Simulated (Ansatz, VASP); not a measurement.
## Al2BP3 in VASP and in Ansatz

INCAR

```
SYSTEM = Al2BP3
ALGO = Normal
EDIFF = 1E-6
ENCUT = 520
GGA = PE
ISIF = 2
ISMEAR = 0
LASPH = .TRUE.
LCHARG = .FALSE.
LREAL = .FALSE.
LWAVE = .FALSE.
NBANDS = 21
NELM = 80
PREC = Accurate
SIGMA = 0.1
```

File KPOINTS:

```
k-points
0
G
  6 6 6
  0 0 0
```

Contents of POSCAR:

```
Al2BP3
1.0
    2.5676728300      1.4824466000      4.3550327900
   -2.5676728300      1.4824466000      4.3550327900
    0.0000000000     -2.9648932000      4.3550327900
Al B P
2 1 3
Direct
    0.1246170000      0.1246170000      0.1246170000
    0.8753830000      0.8753830000      0.8753830000
    0.5000000000      0.5000000000      0.5000000000
    0.0000000000      0.5000000000      0.5000000000
    0.5000000000      0.0000000000      0.5000000000
    0.5000000000      0.5000000000      0.0000000000
```

Input for Ansatz:

```yaml
crystal:
  lattice:
    - [2.56767283, 1.4824466, 4.35503279]
    - [-2.56767283, 1.4824466, 4.35503279]
    - [0.0, -2.9648932, 4.35503279]
  atoms:
    - { symbol: Al, position: [0.124617, 0.124617, 0.124617] }
    - { symbol: Al, position: [0.875383, 0.875383, 0.875383] }
    - { symbol: B, position: [0.5, 0.5, 0.5] }
    - { symbol: P, position: [0.0, 0.5, 0.5] }
    - { symbol: P, position: [0.5, 0.0, 0.5] }
    - { symbol: P, position: [0.5, 0.5, 0.0] }
basis:
  ecutwfc: 420
kpoints:
  mp_grid: { grid: [6, 6, 6] }
hamiltonian:
  xc: pbe
scf:
  occupations: { method: gaussian, width: 0.1 }
  lower_state_search: "off"
output:
  forces: true
  stress: true
  eigenvalues: true
```

Change from the starting cell: species swapped into the Dy2Fe3Ni type (R-3m, No. 166).

Alike in both runs: task single point; functional PBE; k mesh 6 × 6 × 6; occupations gaussian, width 0.1 eV; no spin polarisation.

```csv
,VASP,Ansatz
version,VASP 6.6.1,Ansatz 0.2.0
potentials or method,"VASP PAW PBE potentials, release 64 (Al, B, P), cutoff 520 eV","scalar-relativistic, plane waves, PAW"
valence electrons in the cell,24,24
```

```tsv
	VASP	Ansatz	Ansatz less VASP
gap on the k mesh at the Fermi level (eV)	none	none	-
pressure (GPa)	-9.6	-9.5	+0.07
traceless stress, the component that is largest in VASP (GPa)	-0.02	-0.05	-0.028
rms of the force components (eV/Å)	0.045	0.045	+0.0002
```

Atom by atom the forces differ by 0.000 eV/Å (rms over components). A gap of «none» marks a metal or a gap that the smearing closes.
